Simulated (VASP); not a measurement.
Input of a VASP 6.6.1 run:

File INCAR:

```
ALGO = Normal ; EDIFF = 1E-7
ENCUT = 520 ; GGA = PS
ISIF = 2 ; ISMEAR = 0
LASPH = True ; LCHARG = False
LREAL = False ; LWAVE = False
NBANDS = 16 ; NELM = 60
PREC = Accurate ; SIGMA = 0.01
```

The input KPOINTS:

```
k-points
0
Gamma
  12 12 6
```

File POSCAR:

```
SiC
1.0
    3.0759438457      0.0000000000      0.0000000000
   -1.5379719229      2.6638455110      0.0000000000
    0.0000000000      0.0000000000      5.0477648992
Si C
2 2
Direct
    0.3333333333      0.6666666667      0.0045894445
    0.6666666667      0.3333333333      0.5045894445
    0.3333333333      0.6666666667      0.3804105555
    0.6666666667      0.3333333333      0.8804105555
```

Potentials or basis: VASP PAW PBE potentials, release 64 (Si, C).

The run is started by

```sh
$ cat potpaw_PBE.64/Si/POTCAR potpaw_PBE.64/C/POTCAR > POTCAR
$ mpirun -np 1 vasp_std > vasp.out
```

Problem. What does it give for the pressure?

Solution. 0.4 GPa.

Problem. Predict the band gap on the k mesh.

Solution. 2.11 eV, indirect (least direct gap 3.85 eV).

Caveat: the PAW data sets were made with another functional, which shifts forces and pressure a little. As with any semilocal functional, this PBEsol gap is likely too small.
